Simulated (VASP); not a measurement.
# MoS2 (P-6m2) in VASP: single point with PBE-based screened hybrid with 35 % exact exchange

Aim: the single point of MoS2 with PBE-based screened hybrid with 35 % exact exchange.

All numbers are computed with VASP 6.6.1; they aren't measurements. Logs are shortened: lines on timing, memory, paths and dates and some standing lists are left out, and cuts for length are marked.

## 1. The cell of the first run

It takes space group P-6m2 (No. 187, hexagonal). The conventional cell has a = 3.171 Å, b = 3.171 Å, c = 6.810 Å, α = 90.00°, β = 90.00°, γ = 120.00°. Mo (site symmetry -6m2) has 6 S at 2.40 Å and 6 Mo at 3.17 Å within 3.2 Å. S (site symmetry 3m) has 3 Mo at 2.40 Å and 7 S at 3.11 to 3.17 Å within 3.2 Å.

## 2. Single point, PBE-based screened hybrid with 35 % exact exchange

The input, POSCAR:

```
MoS2
1.0
    3.1710536536      0.0000000000      0.0000000000
   -1.5855268268      2.7462130208      0.0000000000
    0.0000000000      0.0000000000      6.8097212861
Mo S
1 2
Direct
    0.0000000000      0.0000000000      0.0000000000
    0.3333333333      0.6666666667      0.2285695381
    0.3333333333      0.6666666667      0.7714304619
```

The input, INCAR.step1:

```
PREC = Accurate ; ENCUT = 520
EDIFF = 1E-5 ; ISMEAR = 0
SIGMA = 0.01 ; LREAL = False
LASPH = True ; NELM = 80
ALGO = Normal ; ISIF = 2
LWAVE = True ; LCHARG = False
GGA = PE ; NBANDS = 20
```

The input, INCAR.step2:

```
PREC = Accurate ; ENCUT = 520
EDIFF = 1E-6 ; ISMEAR = 0
SIGMA = 0.01 ; LREAL = False
LASPH = True ; NELM = 80
ALGO = Normal ; ISIF = 2
LWAVE = False ; LCHARG = False
GGA = PE ; LHFCALC = True
AEXX = 0.35 ; HFSCREEN = 0.2078
PRECFOCK = Normal ; ISTART = 1
NBANDS = 20
```

The input, KPOINTS:

```
regular mesh
0
Gamma
  6 6 2
```

Potentials or basis: VASP PAW PBE potentials, release 64 (Mo_sv, S).

Command:

```console
$ cat potpaw_PBE.64/Mo_sv/POTCAR potpaw_PBE.64/S/POTCAR > POTCAR
$ cp INCAR.step1 INCAR
$ mpirun -np 1 vasp_std > vasp.out
$ cp INCAR.step2 INCAR
$ mpirun -np 1 vasp_std > vasp.out
```

OUTCAR:

```text
PREC = Accurate
   ENCUT = 520
   EDIFF = 1E-6
   ISMEAR = 0
   LREAL = False
   LASPH = True
   NELM = 80
   ISIF = 2
   GGA = PE
   LHFCALC = True
   AEXX = 0.35
   HFSCREEN = 0.2078
   PRECFOCK = Normal
   ISTART = 1

 ion  position               nearest neighbor table
   1  0.000  0.000  0.000-   2 2.40   3 2.40   2 2.40   3 2.40   2 2.40   3 2.40
   2  0.333  0.667  0.229-   1 2.40   1 2.40   1 2.40
   3  0.333  0.667  0.771-   1 2.40   1 2.40   1 2.40

  LATTYP: Found a hexagonal cell.
 ALAT       =     3.1710536536
 C/A-ratio  =     2.1474632819

  Lattice vectors:

 A1 = (   3.1710536536,   0.0000000000,   0.0000000000)
 A2 = (  -1.5855268268,   2.7462130208,   0.0000000000)
 A3 = (   0.0000000000,   0.0000000000,   6.8097212861)

Analysis of symmetry for initial positions (statically):
=====================================================================
 Subroutine PRICEL returns:
 Original cell was already a primitive cell.

 Routine SETGRP: Setting up the symmetry group for a
 hexagonal supercell.

 Subroutine GETGRP returns: Found 12 space group operations
 (whereof 12 operations were pure point group operations)
 out of a pool of 24 trial point group operations.

The static configuration has the point symmetry D_3h.

Analysis of symmetry for dynamics (positions and initial velocities):
=====================================================================
 Subroutine PRICEL returns:
 Original cell was already a primitive cell.

 Routine SETGRP: Setting up the symmetry group for a
 hexagonal supercell.

 Subroutine GETGRP returns: Found 12 space group operations
 (whereof 12 operations were pure point group operations)
 out of a pool of 24 trial point group operations.

The dynamic configuration has the point symmetry D_3h.

 Subroutine INISYM returns: Found 12 space group operations
 (whereof 12 operations are pure point group operations),
 and found     1 'primitive' translations

----------------------------------------------------------------------------------------

                                     Primitive cell

[... 81 lines left out ...]
   EDIFF  = 0.1E-05   stopping-criterion for ELM
   LREAL  =      F    real-space projection
   EDIFFG = 0.1E-04   stopping-criterion for IOM
   NSW    =      0    number of steps for IOM
   IBRION =     -1    ionic relax: 0-MD 1-quasi-New 2-CG
   NFREE  =      0    steps in history (QN), initial steepest desc. (CG)
   ISIF   =      2    stress and relaxation
   ISYM   =      3    0-nonsym 1-usesym 2-fastsym
   POTIM  = 0.5000    time-step for ionic-motion
   TEBEG  =    0.0;   TEEND  =   0.0 temperature during run
   PSTRESS=    0.0 pullay stress
   NELECT =      26.0000    total number of electrons
   NUPDOWN=      -1.0000    fix difference up-down
   EMIN   =  10.00;   EMAX   =-10.00  energy-range for DOS
   EFERMI =   0.00;   METHOD = LEGACY
   ISMEAR =     0;   SIGMA  =   0.01  broadening in eV -4-tet -1-fermi 0-gaus
   EFERMI_NEDOS =   21; number of points for ismear=-14 and -15
   IALGO  =     38    algorithm
   IMIX   =      1    mixing-type and parameters
     AMIX     =   0.40;   BMIX     =  1.00
     AMIX_MAG =   1.60;   BMIX_MAG =  1.00
  volume/ion in A,a.u.               =      19.77       133.40
  Fermi-wavevector in a.u.,A,eV,Ry     =   1.243685  2.350223 21.044828  1.546751
  Thomas-Fermi vector in A             =   2.377984
   LORBIT       =      0    0 simple, 1 ext, 2 COOP (PROOUT), +10 PAW based schemes
   GGA     = PE    functional components
   LHFCALC =     T    Hartree Fock is set to
   PRECFOCK=normal    Normal, Fast or Accurate (Low or Medium for compatibility)
   ENCUT4O =  -1.0   cutoff for four orbital integrals eV
   NKREDX  =     1    reduce k-point grid by
   NKREDY  =     1    reduce k-point grid by
   NKREDZ  =     1    reduce k-point grid by
   AEXX    =    0.3500 exact exchange contribution
   HFSCREEN=    0.2078 screening length (either q_TF or 0.3 A-1)
   HFSCREENC=   0.2078 screening length for correlation (either q_TF or 0.3 A-1)
   ENCUTFOCK=  -1.0 apply spherical cutoff to Coloumb kernel
   IVDW    =     0    specifies the selected vdW correction
   LEPSILON=     F    determine dielectric tensor
   LRPA    =     F    only Hartree local field effects (RPA)
 non-spin polarized calculation
 Gauss-broadening in eV      SIGMA  =   0.01
  energy-cutoff  :      520.00
  volume of cell :       59.30
 maximum number of plane-waves:      1614
 NGX is ok and might be reduce to    24
  NGX = 18; NGY = 18; NGZ = 40

 number of electron      26.0000001 magnetization

 Free energy of the ion-electron system (eV)
  ---------------------------------------------------
  ext. energy  EPLUGINS =         0.00000000
  ---------------------------------------------------
  free energy    TOTEN  =       -27.91323829 eV

  energy without entropy =      -27.91323829  energy(sigma->0) =      -27.91323829

 E-fermi :   5.5408     XC(G=0):  -7.6188

 val. band max:        5.4209875314   @ k =   0.0000   0.0000   0.5000
 cond. band min:       7.4098756061   @ k =   0.3333   0.3333   0.0000
 fundamental gap:      1.9888880747
 Fermi energy:         5.5408177643

 k-point     1 :       0.0000    0.0000    0.0000
  band No.  band energies     occupation
      1     -61.4319      2.00000
      2     -33.5978      2.00000
      3     -33.3232      2.00000
      4     -33.3232      2.00000
      5     -11.3886      2.00000
      6      -9.7388      2.00000
[... 311 lines left out ...]
     19      15.0552      0.00000
     20      15.0872      0.00000

------------------------ aborting loop because EDIFF is reached ----------------------------------------

  FORCE on cell =-STRESS in cart. coord.  units (eV):
  Direction    XX          YY          ZZ          XY          YZ          ZX
  --------------------------------------------------------------------------------------
  -------------------------------------------------------------------------------------
  Total       -1.6404923     -1.6404923     -1.2918364     -0.0000000      0.0000000     -0.0000000
  in kB      -44.3218251    -44.3218251    -34.9020521     -0.0000000      0.0000000     -0.0000000
  external PRESSURE =     -41.1819007 kB  Pullay stress =       0.0000000 kB

 VOLUME and BASIS-vectors are now :
 -----------------------------------------------------------------------------
  energy-cutoff  :      520.00
  volume of cell :       59.30
      direct lattice vectors                 reciprocal lattice vectors
     3.171053654  0.000000000  0.000000000     0.315352595  0.182068906  0.000000000
    -1.585526827  2.746213021  0.000000000     0.000000000  0.364137812  0.000000000
     0.000000000  0.000000000  6.809721286     0.000000000  0.000000000  0.146848888

 POSITION                                       TOTAL-FORCE (eV/Angst)
 -----------------------------------------------------------------------------------
      0.00000      0.00000      0.00000         0.000000     -0.000000     -0.000000
     -0.00000      1.83081      1.55649        -0.000000      0.000000     -0.630773
     -0.00000      1.83081      5.25323        -0.000000      0.000000      0.630773
 -----------------------------------------------------------------------------------
    total drift:                               -0.000000      0.000002      0.000005

  FREE ENERGIE OF THE ION-ELECTRON SYSTEM (eV)
  ---------------------------------------------------
  free  energy   TOTEN  =       -27.9132382874 eV

  energy  without entropy=      -27.9132382874  energy(sigma->0) =      -27.91323829
```

OSZICAR.step1:

```text
N       E                     dE             d eps       ncg     rms          rms(c)
DAV:   1     0.187414086196E+03    0.18741E+03   -0.13418E+04   560   0.122E+03
DAV:   2    -0.152930758167E+02   -0.20271E+03   -0.19771E+03   660   0.315E+02
DAV:   3    -0.232095801754E+02   -0.79165E+01   -0.78365E+01   708   0.582E+01
DAV:   4    -0.233122161116E+02   -0.10264E+00   -0.10261E+00   684   0.696E+00
DAV:   5    -0.233142786125E+02   -0.20625E-02   -0.20624E-02   732   0.936E-01    0.242E+01
DAV:   6    -0.222152058410E+02    0.10991E+01   -0.10667E+01   604   0.197E+01    0.893E+00
DAV:   7    -0.219306932945E+02    0.28451E+00   -0.38631E+00   584   0.114E+01    0.591E+00
DAV:   8    -0.218231472624E+02    0.10755E+00   -0.54744E-01   608   0.455E+00    0.165E+00
DAV:   9    -0.218241425334E+02   -0.99527E-03   -0.22619E-02   660   0.925E-01    0.617E-01
DAV:  10    -0.218231964011E+02    0.94613E-03   -0.87209E-03   616   0.621E-01    0.116E-01
DAV:  11    -0.218232671131E+02   -0.70712E-04   -0.55675E-04   632   0.162E-01    0.649E-02
DAV:  12    -0.218232785609E+02   -0.11448E-04   -0.83530E-05   628   0.576E-02    0.269E-02
DAV:  13    -0.218233141614E+02   -0.35601E-04   -0.54657E-05   592   0.386E-02    0.217E-02
DAV:  14    -0.218233154135E+02   -0.12520E-05   -0.33797E-06   420   0.118E-02
   1 F= -.21823315E+02 E0= -.21823315E+02  d E =-.516105E-74
```

Wall time 48 min (1 thread of Intel Xeon 8259CL, shared host); peak memory 0.29 GiB.

Results:

| Quantity | Value |
| --- | --- |
| Free energy | -27.9132 eV |
| Pressure | -4.1 GPa |
| Largest force | 0.631 eV/Å |
| Band gap on the k mesh | 1.99 eV (least direct gap 2.33 eV) |

Forces in eV/Å, atoms in the order of the input:
```
Mo   0.000  0.000  0.000
S    0.000  0.000 -0.631
S    0.000  0.000  0.631
```

Levels at points of the mesh, in eV from the valence-band top:
```
           k point  band 11  band 12  band 13  band 14  band 15  band 16
(0.00, 0.00, 0.00)    -2.15    -1.93    -0.83     3.49     3.49     3.68
(0.50, 0.00, 0.00)    -2.42    -1.68    -1.41     2.83     3.33     5.07
(0.00, 0.00, 0.50)    -2.16    -2.16     0.00     3.44     3.44     3.75
(0.50, 0.00, 0.50)    -3.13    -1.62    -1.08     2.85     3.49     4.46
```

Caveat: the k points lie up to 0.46 Å⁻¹ apart; the PAW data sets were made with another functional, which shifts forces and pressure a little. A k mesh can miss the band edges.
